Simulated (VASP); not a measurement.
Write the native input for VASP 6.6.1 that does the following.

* Task: relaxation of the atoms
* Functional: LDA
* Potentials or basis: VASP PAW LDA potentials, release 64 (La, Sb)
* Cutoff: 520 eV
* k mesh: 10 × 10 × 10
* Occupations: fermi-dirac, width 0.05 eV
* Spin: no spin polarisation
* Dipole correction: no
* Further INCAR settings: ALGO = Normal; EDIFF = 1e-07; IBRION = 2; EDIFFG = -0.01; NSW = 50

The structure of LaSb lies in POSCAR:

```
LaSb
1.0
    0.0000000000      3.0123911530      3.0123911530
    3.0123911530      0.0000000000      3.0123911530
    3.0123911530      3.0123911530      0.0000000000
La Sb
1 1
Direct
    0.0000000000      0.0000000000      0.0000000000
    0.5000000000      0.5000000000      0.5000000000
```

These files were run (other wordings do the same):

INCAR

```
SYSTEM = LaSb
PREC     = Accurate       ! precision mode
ENCUT    = 520            ! plane-wave cutoff, eV
EDIFF    = 1E-7           ! SCF threshold, eV
ISMEAR   = -1             ! smearing method
SIGMA    = 0.05           ! smearing width, eV
LREAL    = .False.        ! projectors in reciprocal space
LASPH    = .True.         ! aspherical terms in the spheres
NELM     = 80             ! most SCF steps
ALGO     = Normal         ! electronic algorithm
ISIF     = 2              ! what is computed and relaxed
LWAVE    = .False.        ! write WAVECAR
LCHARG   = .False.        ! write CHGCAR
GGA      = CA             ! functional
IBRION   = 2              ! ionic algorithm
NSW      = 50             ! ionic steps
EDIFFG   = -0.01          ! ionic threshold
```

KPOINTS

```
regular mesh
0
Gamma
  10 10 10
  0 0 0
```

Potentials or basis: VASP PAW LDA potentials, release 64 (La, Sb).

Launch:

```bash
$ cat potpaw_LDA.64/La/POTCAR potpaw_LDA.64/Sb/POTCAR > POTCAR
$ mpirun -np 1 vasp_std > vasp.out
```

It gave:

| Property | Result |
| --- | --- |
| Pressure after relaxing | 16.1 GPa |
| Band gap on the k mesh | zero (bands 8 and 9 overlap by 0.55 eV) |

Caveat: the relaxation stopped at its first step, so nothing moved; spin-orbit coupling is left out, which moves the levels of the heavy elements.

Run time: 35 s on 1 thread of Intel(R) Xeon(R) Platinum 8259CL CPU @ 2.50GHz (Skylake/Cascade Lake) (shared host), peak memory 0.19 GiB.
